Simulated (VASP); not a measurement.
# CO2 (P1) in VASP: single point with PBEsol

Aim: the single point of CO2 with PBEsol.

All numbers are computed with VASP 6.6.1; they aren't measurements. Logs are shortened: lines on timing, memory, paths and dates and some standing lists are left out, and cuts for length are marked.

## 1. The cell of the first run

The typed cell holds 6 atoms: a = 3.556 Å, b = 3.556 Å, c = 6.587 Å, α = 90.00°, β = 90.00°, γ = 84.34°.

## 2. Single point, PBEsol

INCAR

```
SYSTEM = CO2
PREC = Accurate
ENCUT = 520
EDIFF = 1E-6
ISMEAR = 1
SIGMA = 0.1
LREAL = .FALSE.
LASPH = .TRUE.
NELM = 100
ALGO = Normal
ISIF = 2
LWAVE = .FALSE.
LCHARG = .TRUE.
GGA = PS
LELF = .TRUE.
LVHAR = .TRUE.
NBANDS = 25
```

KPOINTS

```
Automatic mesh
0
G
  2 2 1
  0 0 0
```

POSCAR

```
CO2
1.0
    3.5563470000      0.0000000000      0.0000000000
    0.3510493974      3.5389784268      0.0000000000
    0.0000000000      0.0000000000      6.5871750000
C O
2 4
Direct
   -0.0178610781     -0.0044204847      0.0065732275
    0.5218053216      0.4851032679      0.5096817680
    0.8045386682      0.2064561893      0.9053427304
    0.1814614574      0.8001241202      0.1051725512
    0.6897339981      0.3106729873      0.3750143271
    0.3213047477      0.6972489522      0.6022672845
```

Potentials or basis: VASP PAW PBE potentials, release 64 (C, O).

On the command line:

```
$ cat potpaw_PBE.64/C/POTCAR potpaw_PBE.64/O/POTCAR > POTCAR
$ mpirun -np 1 vasp_std > vasp.out
```

OUTCAR:

```text
SYSTEM = CO2
   PREC = Accurate
   ENCUT = 520
   EDIFF = 1E-6
   ISMEAR = 1
   LREAL = .FALSE.
   LASPH = .TRUE.
   NELM = 100
   ISIF = 2
   GGA = PS

 ion  position               nearest neighbor table
   1  0.982  0.996  0.007-   4 1.14   3 1.15
   2  0.522  0.485  0.510-   6 1.16   5 1.21
   3  0.805  0.206  0.905-   1 1.15
   4  0.181  0.800  0.105-   1 1.14
   5  0.690  0.311  0.375-   2 1.21
   6  0.321  0.697  0.602-   2 1.16

  LATTYP: Found a base centered orthorhombic cell.
 ALAT       =     4.7747566458
 B/A-ratio  =     1.1041029151
 C/A-ratio  =     1.3795833984

  Lattice vectors:

 A1 = (  -0.3510493974,  -3.5389784268,   0.0000000000)
 A2 = (   3.5563470000,   0.0000000000,   0.0000000000)
 A3 = (   0.0000000000,   0.0000000000,   6.5871750000)

Analysis of symmetry for initial positions (statically):
=====================================================================
 Subroutine PRICEL returns:
 Original cell was already a primitive cell.

 Routine SETGRP: Setting up the symmetry group for a
 base centered orthorhombic supercell.

 Subroutine GETGRP returns: Found  1 space group operations
 (whereof  1 operations were pure point group operations)
 out of a pool of  8 trial point group operations.

The static configuration has the point symmetry C_1 .

Analysis of symmetry for dynamics (positions and initial velocities):
=====================================================================
 Subroutine PRICEL returns:
 Original cell was already a primitive cell.

 Routine SETGRP: Setting up the symmetry group for a
 base centered orthorhombic supercell.

 Subroutine GETGRP returns: Found  1 space group operations
 (whereof  1 operations were pure point group operations)
 out of a pool of  8 trial point group operations.

The dynamic configuration has the point symmetry C_1 .

 Subroutine INISYM returns: Found  1 space group operations
 (whereof  1 operations are pure point group operations),
 and found     1 'primitive' translations

----------------------------------------------------------------------------------------

                                     Primitive cell

  volume of cell :      82.9051

  direct lattice vectors                    reciprocal lattice vectors
     3.556347000  0.000000000  0.000000000     0.281187409 -0.027892419  0.000000000
     0.351049397  3.538978427  0.000000000     0.000000000  0.282567419  0.000000000
     0.000000000  0.000000000  6.587175000     0.000000000  0.000000000  0.151810146

  length of vectors
     3.556347000  3.556347000  6.587175000     0.282567419  0.282567419  0.151810146

  position of ions in fractional coordinates (direct lattice)
     0.982138922  0.995579515  0.006573227
     0.521805322  0.485103268  0.509681768
     0.804538668  0.206456189  0.905342730
     0.181461457  0.800124120  0.105172551
     0.689733998  0.310672987  0.375014327
     0.321304748  0.697248952  0.602267285

  ion indices of the primitive-cell ions
   primitive index   ion index
                 1           1
                 2           2
                 3           3
                 4           4
                 5           5
                 6           6

----------------------------------------------------------------------------------------

 KPOINTS: Automatic mesh

Automatic generation of k-mesh.
 Grid dimensions read from file:
 generate k-points for:    2    2    1

 Generating k-lattice:

  Cartesian coordinates                     Fractional coordinates (reciprocal lattice)
     0.140593705 -0.013946210  0.000000000     0.500000000  0.000000000  0.000000000
     0.000000000  0.141283710  0.000000000     0.000000000  0.500000000  0.000000000
     0.000000000  0.000000000  0.151810146     0.000000000  0.000000000  1.000000000

  Length of vectors
     0.141283710  0.141283710  0.151810146

  Shift w.r.t. Gamma in fractional coordinates (k-lattice)
     0.000000000  0.000000000  0.000000000

 Subroutine IBZKPT returns following result:
 ===========================================

 Found      4 irreducible k-points:

 Following reciprocal coordinates:
            Coordinates               Weight
  0.000000  0.000000  0.000000      1.000000
  0.500000  0.000000  0.000000      1.000000
  0.000000  0.500000  0.000000      1.000000
  0.500000  0.500000  0.000000      1.000000
   k-points           NKPTS =      4   k-points in BZ     NKDIM =      4   number of bands    NBANDS=     25
   number of dos      NEDOS =    301   number of ions     NIONS =      6
   total plane-waves  NPLWV =  39200
   dimension x,y,z NGX =    28 NGY =   28 NGZ =   50
   dimension x,y,z NGXF=    56 NGYF=   56 NGZF=  100
   ions per type =               2   4
   NGX,Y,Z   is equivalent  to a cutoff of  13.09, 13.09, 12.62 a.u.
   NGXF,Y,Z  is equivalent  to a cutoff of  26.18, 26.18, 25.24 a.u.
 SYSTEM =  CO2
   PREC   = accura    normal or accurate (medium, high low for compatibility)
   ISTART =      0    job   : 0-new  1-cont  2-samecut
   ICHARG =      2    charge: 1-file 2-atom 10-const
   ISPIN  =      1    spin polarized calculation?
   LNONCOLLINEAR =      F non collinear calculations
   LSORBIT =      F    spin-orbit coupling
   LASPH  =      T    aspherical Exc in radial PAW
   ENCUT  =  520.0 eV  38.22 Ry    6.18 a.u.   6.61  6.61 12.25*2*pi/ulx,y,z
   NELM   =    100;   NELMIN=  2; NELMDL= -5     # of ELM steps
   EDIFF  = 0.1E-05   stopping-criterion for ELM
   LREAL  =      F    real-space projection
   EDIFFG = 0.1E-04   stopping-criterion for IOM
   NSW    =      0    number of steps for IOM
   IBRION =     -1    ionic relax: 0-MD 1-quasi-New 2-CG
   NFREE  =      0    steps in history (QN), initial steepest desc. (CG)
   ISIF   =      2    stress and relaxation
   ISYM   =      2    0-nonsym 1-usesym 2-fastsym
   POTIM  = 0.5000    time-step for ionic-motion
   TEBEG  =    0.0;   TEEND  =   0.0 temperature during run
   PSTRESS=    0.0 pullay stress
   NELECT =      32.0000    total number of electrons
   NUPDOWN=      -1.0000    fix difference up-down
   EMIN   =  10.00;   EMAX   =-10.00  energy-range for DOS
   EFERMI =   0.00;   METHOD = LEGACY
   ISMEAR =     1;   SIGMA  =   0.10  broadening in eV -4-tet -1-fermi 0-gaus
   EFERMI_NEDOS =   21; number of points for ismear=-14 and -15
   IALGO  =     38    algorithm
   IMIX   =      4    mixing-type and parameters
     AMIX     =   0.40;   BMIX     =  1.00
     AMIX_MAG =   1.60;   BMIX_MAG =  1.00
  volume/ion in A,a.u.               =      13.82        93.25
  Fermi-wavevector in a.u.,A,eV,Ry     =   1.191967  2.252492 19.330974  1.420786
  Thomas-Fermi vector in A             =   2.328017
   LORBIT       =      0    0 simple, 1 ext, 2 COOP (PROOUT), +10 PAW based schemes
   GGA     = PS    functional components
   LHFCALC =     F    Hartree Fock is set to
   AEXX    =    0.0000 exact exchange contribution
   IVDW    =     0    specifies the selected vdW correction
   LEPSILON=     F    determine dielectric tensor
   LRPA    =     F    only Hartree local field effects (RPA)
 non-spin polarized calculation
 Methfessel and Paxton  Order N= 1 SIGMA  =   0.10
  energy-cutoff  :      520.00
  volume of cell :       82.91
 maximum number of plane-waves:      2237
 NGX is ok and might be reduce to    28
   NGX = 13   NGY = 13   NGZ = 25

 number of electron      32.0000006 magnetization

 Free energy of the ion-electron system (eV)
  ---------------------------------------------------
  ext. energy  EPLUGINS =         0.00000000
  ---------------------------------------------------
  free energy    TOTEN  =       -47.24242517 eV

  energy without entropy =      -47.24390220  energy(sigma->0) =      -47.24291751

 E-fermi :  -2.9837     XC(G=0):  -8.3154

 val. band max:       -3.0677417628   @ k =   0.5000   0.5000   0.0000
 cond. band min:       2.6964700790   @ k =   0.0000   0.0000   0.0000
 fundamental gap:      5.7642118417
 Fermi energy:        -2.9836652021

 k-point     1 :       0.0000    0.0000    0.0000
  band No.  band energies     occupation
      1     -24.0904      2.00000
      2     -23.8562      2.00000
      3     -22.8931      2.00000
      4     -22.3177      2.00000
      5      -8.4221      2.00000
      6      -8.2115      2.00000
[... 17 lines left out ...]
     24      12.6582      0.00000
     25      12.9892      0.00000

 k-point     2 :       0.5000    0.0000    0.0000
  band No.  band energies     occupation
      1     -23.9468      2.00000
      2     -23.7907      2.00000
      3     -22.9470      2.00000
      4     -22.3497      2.00000
      5      -8.7405      2.00000
      6      -8.3363      2.00000
[... 17 lines left out ...]
     24      10.4989      0.00000
     25      10.9659      0.00000

 k-point     3 :       0.0000    0.5000    0.0000
  band No.  band energies     occupation
      1     -23.9262      2.00000
      2     -23.7823      2.00000
      3     -22.9707      2.00000
      4     -22.3597      2.00000
      5      -8.7589      2.00000
      6      -8.3936      2.00000
[... 17 lines left out ...]
     24      10.5502      0.00000
     25      10.9627      0.00000

 k-point     4 :       0.5000    0.5000    0.0000
  band No.  band energies     occupation
      1     -23.8501      2.00000
      2     -23.7004      2.00000
      3     -22.9891      2.00000
      4     -22.3603      2.00000
      5      -8.7778      2.00000
      6      -8.3587      2.00000
[... 17 lines left out ...]
     24      10.6293      0.00000
     25      10.8874      0.00000

------------------------ aborting loop because EDIFF is reached ----------------------------------------

  FORCE on cell =-STRESS in cart. coord.  units (eV):
  Direction    XX          YY          ZZ          XY          YZ          ZX
  --------------------------------------------------------------------------------------
  -------------------------------------------------------------------------------------
  Total        2.3783025      3.2195865      1.5694977     -2.3877171     -3.0117260      2.5820027
  in kB       45.9617357     62.2199187     30.3312296    -46.1436778    -58.2029223     49.8983314
  external PRESSURE =      46.1709613 kB  Pullay stress =       0.0000000 kB

 VOLUME and BASIS-vectors are now :
 -----------------------------------------------------------------------------
  energy-cutoff  :      520.00
  volume of cell :       82.91
      direct lattice vectors                 reciprocal lattice vectors
     3.556347000  0.000000000  0.000000000     0.281187409 -0.027892419  0.000000000
     0.351049397  3.538978427  0.000000000     0.000000000  0.282567419  0.000000000
     0.000000000  0.000000000  6.587175000     0.000000000  0.000000000  0.151810146

 POSITION                                       TOTAL-FORCE (eV/Angst)
 -----------------------------------------------------------------------------------
      3.84232      3.52333      0.04330         0.390946      0.185452     -0.015026
      2.02602      1.71677      3.35736         1.203032     -1.330719     -4.219439
      2.93369      0.73064      5.96365        -1.844506      1.822667     -1.855112
      0.92622      2.83162      0.69279         1.492832     -2.031788      1.784453
      2.56199      1.09946      2.47029        -0.756336      0.849583      2.766300
      1.38744      2.46755      3.96724        -0.485968      0.504805      1.538824
 -----------------------------------------------------------------------------------
    total drift:                               -0.000048      0.000254      0.000121

  FREE ENERGIE OF THE ION-ELECTRON SYSTEM (eV)
  ---------------------------------------------------
  free  energy   TOTEN  =       -47.2424251663 eV

  energy  without entropy=      -47.2439021965  energy(sigma->0) =      -47.24291751
```

Wall time 20 s (1 thread of Intel Xeon Platinum 8259CL at 2.50GHz (Skylake/Cascade Lake), shared host); peak memory 0.17 GiB.

What came out:

| Quantity | Value |
| --- | --- |
| Free energy | -47.2424 eV |
| Pressure | 4.6 GPa |
| Largest force | 4.585 eV/Å |
| Band gap on the k mesh | 5.76 eV, indirect (least direct gap 6.28 eV) |

Forces in eV/Å, atoms in the order of the input:
```
C    0.391  0.185 -0.015
C    1.203 -1.331 -4.219
O   -1.845  1.823 -1.855
O    1.493 -2.032  1.784
O   -0.756  0.850  2.766
O   -0.486  0.505  1.539
```

Caveat: the k points lie up to 0.95 Å⁻¹ apart; the PAW data sets were made with another functional, which shifts forces and pressure a little. Expect the measured gap to be larger: semilocal functionals such as PBEsol lack the derivative discontinuity.
